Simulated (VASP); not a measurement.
Write the native input for VASP 6.6.1 that does the following.

```yaml
Task: single point
Functional: HSE06
Potentials_or_basis: VASP PAW PBE potentials, release 64 (Ca_sv, O)
Cutoff: 520 eV
k_mesh: 6 × 6 × 6
Occupations: gaussian, width 0.01 eV
Spin: no spin polarisation
Dipole_correction: no
Grid_for_exact_exchange_PRECFOCK: Normal
Further_INCAR_settings: ALGO = Normal; EDIFF = 1e-06; NBANDS = 15
Share_of_exact_exchange: 0.25
Screening_parameter: 0.2079 1/Å
```

Crystal: CaO.

```xyz
2
Lattice="0.0000 2.4215 2.4215 2.4215 0.0000 2.4215 2.4215 2.4215 0.0000" Properties=species:S:1:pos:R:3 pbc="T T T"
Ca    0.0000    0.0000    0.0000
O     2.4215    2.4215    2.4215
```

This cell differs from its parent crystal: strain +1.0%.

These files were run (other wordings do the same):

POSCAR

```
CaO
1.0
    0.0000000000      2.4215256273      2.4215256273
    2.4215256273      0.0000000000      2.4215256273
    2.4215256273      2.4215256273      0.0000000000
Ca O
1 1
Direct
    0.0000000000      0.0000000000      0.0000000000
    0.5000000000      0.5000000000      0.5000000000
```

INCAR.step1

```
SYSTEM = CaO
ALGO = Normal
EDIFF = 1E-5
ENCUT = 520
GGA = PE
ISIF = 2
ISMEAR = 0
LASPH = .True.
LREAL = .False.
LWAVE = .True.
NBANDS = 15
NELM = 80
PREC = Accurate
SIGMA = 0.01
```

INCAR.step2

```
SYSTEM = CaO
ALGO = Normal
EDIFF = 1E-6
ENCUT = 520
GGA = PE
HFSCREEN = 0.2079
ISIF = 2
ISMEAR = 0
ISTART = 1
LASPH = .True.
LCHARG = .True.
LELF = .True.
LHFCALC = .True.
LREAL = .False.
LVHAR = .True.
LWAVE = .False.
NBANDS = 15
NELM = 80
PREC = Accurate
PRECFOCK = Normal
SIGMA = 0.01
```

KPOINTS

```
k-points
0
Gamma
  6 6 6
  0 0 0
```

Potentials or basis: VASP PAW PBE potentials, release 64 (Ca_sv, O).

The run is started by

```console
$ cat potpaw_PBE.64/Ca_sv/POTCAR potpaw_PBE.64/O/POTCAR > POTCAR
$ cp INCAR.step1 INCAR
$ mpirun -np 1 vasp_std > vasp.out
$ cp INCAR.step2 INCAR
$ mpirun -np 1 vasp_std > vasp.out
```

It gave:

The pressure is -2.4 GPa and the band gap on the k mesh is 5.30 eV (least direct gap 5.72 eV).

Caveat: the cell differs from its parent crystal (strain +1.0%); the PAW data sets were made with another functional, which shifts forces and pressure a little.

It took 40 min on 1 thread of AMD EPYC 7R43 64-Core Processor (Zen 3), on a shared host, peak memory 0.23 GiB.
